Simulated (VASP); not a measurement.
Runs of VASP 6.6.1 on Zr. The structure is cubic, space group Im-3m (No. 229). The conventional cell has a = 3.620 Å, b = 3.620 Å, c = 3.620 Å, α = 90.00°, β = 90.00°, γ = 90.00°. Within 4.1 Å of Zr (site symmetry m-3m) lie 14 Zr at 3.14 to 3.62 Å. 

```csv
smearing,gap on the mesh (eV),pressure (GPa)
fermi-dirac 0.3 eV,none,-0.8
fermi-dirac 0.2 eV,none,-1.8
fermi-dirac 0.05 eV,none,-2.7
fermi-dirac 0.1 eV,none,(a)
```

Alike in all rows: task single point; level PBE; potentials or basis VASP PAW PBE potentials, release 64 (Zr_sv); no spin polarisation; cell as given; k mesh 8 × 8 × 8; cutoff (eV) 520.

Problem. Estimate the missing entries.

Solution. (a) -2.6.

A k mesh can miss the band edges, and the runs leave out spin-orbit coupling on Zr.

A gap of «none» marks levels without a gap at the run's occupations.
